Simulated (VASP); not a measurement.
Write the native input for VASP 6.6.1 that does the following.

- Task: single point
- Functional: r2SCAN
- Potentials or basis: VASP PAW PBE potentials, release 64 (Ni, O)
- Cutoff: 520 eV
- k mesh: 12 × 12 × 6
- Occupations: gaussian, width 0.02 eV
- Spin: no spin polarisation
- Dipole correction: no
- Further INCAR settings: ALGO = Normal; EDIFF = 1e-07; NBANDS = 18

NiO2:

```
Ni O
1.0
     2.77417    0.00000    0.00000
    -1.38708    2.40250    0.00000
     0.00000    0.00000    4.47546
Ni O
1 2
Direct
  0.00000 0.00000 0.50000
  0.66667 0.33333 0.70982
  0.33333 0.66667 0.29018
```

This cell differs from its parent crystal: volume scaled by 0.97, then relaxed in part.

These files were run (other wordings do the same):

POSCAR

```
NiO2
1.0
    2.7741652103      0.0000000000      0.0000000000
   -1.3870826052      2.4024975464      0.0000000000
    0.0000000000      0.0000000000      4.4754631080
Ni O
1 2
Direct
    0.0000000000      0.0000000000      0.5000000000
    0.6666666667      0.3333333333      0.7098155145
    0.3333333333      0.6666666667      0.2901844855
```

INCAR.step1

```
PREC = Accurate ; ENCUT = 520
ISMEAR = 0 ; SIGMA = 0.02
LREAL = False ; LASPH = True
NELM = 100 ; NBANDS = 18
GGA = PE ; ALGO = Normal
EDIFF = 1E-4 ; LWAVE = True
LCHARG = False
```

INCAR.step2

```
PREC = Accurate ; ENCUT = 520
EDIFF = 1E-7 ; ISMEAR = 0
SIGMA = 0.02 ; LREAL = False
LASPH = True ; NELM = 100
ALGO = Normal ; ISIF = 2
LWAVE = False ; LCHARG = False
METAGGA = R2SCAN ; LMIXTAU = True
NBANDS = 18 ; ISTART = 1
```

KPOINTS

```
Automatic mesh
0
Gamma
  12 12 6
```

Potentials or basis: VASP PAW PBE potentials, release 64 (Ni, O).

Launch:

```bash
$ cat potpaw_PBE.64/Ni/POTCAR potpaw_PBE.64/O/POTCAR > POTCAR
$ cp INCAR.step1 INCAR
$ mpirun -np 1 vasp_std > vasp.out
$ cp INCAR.step2 INCAR
$ mpirun -np 1 vasp_std > vasp.out
```

It gave:

* Pressure: 2.3 GPa
* Largest force: 0.140 eV/Å
* Band gap on the k mesh: 1.34 eV, indirect (least direct gap 1.54 eV)

Caveat: the PAW data sets were made with another functional, which shifts forces and pressure a little.

Run time: 80 s on 1 thread of Intel(R) Xeon(R) 6975P-C (Granite Rapids) (shared host), peak memory 0.19 GiB.
